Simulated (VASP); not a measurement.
# Fe: relaxation of cell and atoms with LDA

The system is Fe.

```
CELL_PARAMETERS angstrom
2.03482 0.00000 0.00000
0.00000 2.03482 0.00000
0.00000 0.00000 2.03482
ATOMIC_POSITIONS crystal
Fe 0.00000 0.00000 0.00000
```

This isn't the form of Fe at room conditions, which is bcc.

```
Program                : VASP 6.6.1
Task                   : relaxation of cell and atoms
Functional             : LDA
Potentials or basis    : VASP PAW LDA potentials, release 64 (Fe)
Cutoff                 : 600 eV
k mesh                 : 18 × 18 × 18
Occupations            : fermi-dirac, width 0.05 eV
Spin                   : collinear spin, ferromagnetic start
Starting moments       : [2.5] μB
Target pressure        : 110 GPa
Dipole correction      : no
Further INCAR settings : ALGO = Normal; EDIFF = 1e-07; IBRION = 2; EDIFFG = -0.005; NSW = 32; ISIF = 3
```

The relaxed volume is 8.39 Å³/atom, the relaxed cell is a = 2.032 Å, b = 2.032 Å, c = 2.032 Å, α = 90.00°, β = 90.00°, γ = 90.00° and the space group after relaxing (to 0.1 Å) is Pm-3m (No. 221). The energy change on relaxing (the run minimises the enthalpy) is +24.8 meV/atom. The ionic steps are 3, the pressure after relaxing is 110.0 GPa and the band gap on the k mesh is zero (filled and empty bands overlap). The net moment is 0.00 μB per cell.

The path:
```
step  energy change (eV)  largest force (eV/Å)  pressure (GPa)  volume (Å³)
   1              0.0000                0.0000          107.08         8.43
   2              0.1331                0.0000          122.42         8.24
   3              0.0248                0.0000          109.97         8.39
```

Final structure:
```
CELL_PARAMETERS angstrom
2.03187 0.00000 0.00000
0.00000 2.03187 0.00000
0.00000 0.00000 2.03187
ATOMIC_POSITIONS crystal
Fe 0.00000 0.00000 0.00000
```

Levels at points of the mesh, in eV from the Fermi level:
Spin up:
```csv
k point,band 2,band 3,band 4,band 5,band 6,band 7
"(0.00, 0.00, 0.00)",-6.00,-6.00,1.53,1.53,1.53,25.25
"(0.50, 0.00, 0.00)",-4.97,-1.78,-1.11,-1.11,1.77,8.68
"(0.50, 0.50, 0.00)",-3.78,-0.54,-0.54,3.27,7.56,7.56
"(0.50, 0.50, 0.50)",-5.73,-5.73,3.42,3.42,13.26,18.45
```
Spin down:
```
           k point  band 1  band 2  band 3  band 4  band 5  band 6  band 7  band 8
(0.00, 0.00, 0.00)  -10.27   -6.00   -6.00    1.53    1.53    1.53   25.25   25.25
(0.50, 0.00, 0.00)   -5.17   -4.97   -1.78   -1.11   -1.11    1.77    8.68   27.09
(0.50, 0.50, 0.00)   -7.90   -3.78   -0.54   -0.54    3.27    7.56    7.56   15.21
(0.50, 0.50, 0.50)   -5.73   -5.73   -5.73    3.42    3.42   13.26   18.45   18.45
```

It took 60 s on 1 thread of Intel Xeon 8259CL, on a shared host, peak memory 0.15 GiB.

Caveat: the cell is relaxed towards a set pressure, so the run minimises the enthalpy, not the energy; the moments typed at the start vanished in this run.
